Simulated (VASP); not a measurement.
Write the native input for VASP 6.6.1 that does the following.

* Task: single point
* Functional: PBEsol
* Potentials or basis: VASP PAW PBE potentials, release 64 (O, V_sv)
* Cutoff: 600 eV
* k mesh: 5 × 5 × 8
* Occupations: fermi-dirac, width 0.1098 eV
* Spin: collinear spin, ferromagnetic start
* Starting moments: [0.0, 0.0, 0.0, 0.0, 2.0, 2.0] μB
* Dipole correction: no
* Further INCAR settings: ALGO = Normal; EDIFF = 1e-06; NBANDS = 38

The structure of VO2 lies in POSCAR:

```
VO2
1.0
    4.5802140000      0.0000000000      0.0000000000
    0.0000000000      4.5802140000      0.0000000000
    0.0000000000      0.0000000000      2.9535410000
O V
4 2
Direct
    0.3053000000      0.3053000000      0.0000000000
    0.1947000000      0.8053000000      0.5000000000
    0.6947000000      0.6947000000      0.0000000000
    0.8053000000      0.1947000000      0.5000000000
    0.0000000000      0.0000000000      0.0000000000
    0.5000000000      0.5000000000      0.5000000000
```

The input as run:

INCAR

```
  PREC = Accurate
  ENCUT = 600
  EDIFF = 1E-6
  ISMEAR = -1
  SIGMA = 0.1098
  LREAL = F
  LASPH = T
  NELM = 200
  ALGO = Normal
  ISIF = 2
  LWAVE = F
  LCHARG = F
  ISPIN = 2
  MAGMOM = 0 0 0 0 2 2
  LORBIT = 11
  LMAXMIX = 4
  GGA = PS
  NBANDS = 38
  GGA_COMPAT = F
```

KPOINTS

```
Automatic mesh
0
Gamma
  5 5 8
```

Potentials or basis: VASP PAW PBE potentials, release 64 (O, V_sv).

Launch:

```bash
$ cat potpaw_PBE.64/O/POTCAR potpaw_PBE.64/V_sv/POTCAR > POTCAR
$ mpirun -np 1 vasp_std > vasp.out
```

Results of the run:

```json
{
  "Pressure": "-14.7 GPa",
  "Largest force": "0.165 eV/Å",
  "Band gap on the k mesh": "zero (filled and empty bands overlap)",
  "Net moment": "1.99 μB per cell",
  "Site moments": "O -0.06; V +1.06 μB",
  "Valence electrons inside the program's atomic spheres": "O 5.00; V 11.44"
}
```

Caveat: the stress differs along the axes, from -21 to -11 GPa; the PAW data sets were made with another functional, which shifts forces and pressure a little; semilocal functionals often make such compounds metallic where correlation or magnetic order opens a gap, which also shifts bond lengths.

Run time: 5.5 min on 1 thread of Oxide Virtual Turin-like Processor, on a shared host, peak memory 0.25 GiB.
